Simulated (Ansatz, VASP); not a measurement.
# One calculation of NbP, two programs

Contents of INCAR:

```
SYSTEM = NbP
PREC     = Accurate       ! precision mode
ENCUT    = 520            ! plane-wave cutoff, eV
EDIFF    = 1E-6           ! SCF threshold, eV
ISMEAR   = -1             ! smearing method
SIGMA    = 0.1            ! smearing width, eV
LREAL    = .FALSE.        ! projectors in reciprocal space
LASPH    = .TRUE.         ! aspherical terms in the spheres
NELM     = 80             ! most SCF steps
ALGO     = Normal         ! electronic algorithm
ISIF     = 2              ! what is computed and relaxed
LWAVE    = .FALSE.        ! write WAVECAR
LCHARG   = .TRUE.         ! write CHGCAR
GGA      = PE             ! functional
LELF     = .TRUE.         ! ELF
LVHAR    = .TRUE.       
NBANDS   = 16             ! bands
```

The input KPOINTS:

```
Automatic mesh
0
G
  13 13 13
  0 0 0
```

File POSCAR:

```
NbP
1.0
    3.1100332492      0.0000000000      0.0000000000
    0.0000000000      3.1100332492      0.0000000000
    0.0000000000      0.0000000000      3.1100332492
Nb P
1 1
Direct
    0.0000000000      0.0000000000      0.0000000000
    0.5000000000      0.5000000000      0.5000000000
```

Input for Ansatz:

```yaml
crystal:
  lattice:
    - [3.1100332492, 0.0, 0.0]
    - [0.0, 3.1100332492, 0.0]
    - [0.0, 0.0, 3.1100332492]
  atoms:
    - { symbol: Nb, position: [0.0, 0.0, 0.0] }
    - { symbol: P, position: [0.5, 0.5, 0.5] }
kpoints:
  mp_grid: { grid: [13, 13, 13] }
scf:
  occupations: { method: fermi_dirac, width: 0.1 }
hamiltonian:
  xc: pbe
  pseudopotentials: { kind: nc }
output:
  forces: true
  stress: true
  eigenvalues: true
```

Change from the starting cell: volume scaled by 1, norm-conserving files.

Alike in both runs: task single point; functional PBE; k mesh 13 × 13 × 13; occupations fermi-dirac, width 0.1 eV; no spin polarisation.

|  | VASP | Ansatz |
| --- | --- | --- |
| version | VASP 6.6.1 | Ansatz 0.2.0 |
| potentials or method | VASP PAW PBE potentials, release 64 (Nb_sv, P) | norm-conserving pseudopotentials, scalar-relativistic |
| plane-wave cutoff (eV) | 520 | 1116 |
| valence electrons in the cell | 18 | 18 |

|  | VASP | Ansatz | Ansatz less VASP |
| --- | --- | --- | --- |
| pressure (GPa) | -0.3 | 0.0 | +0.36 |
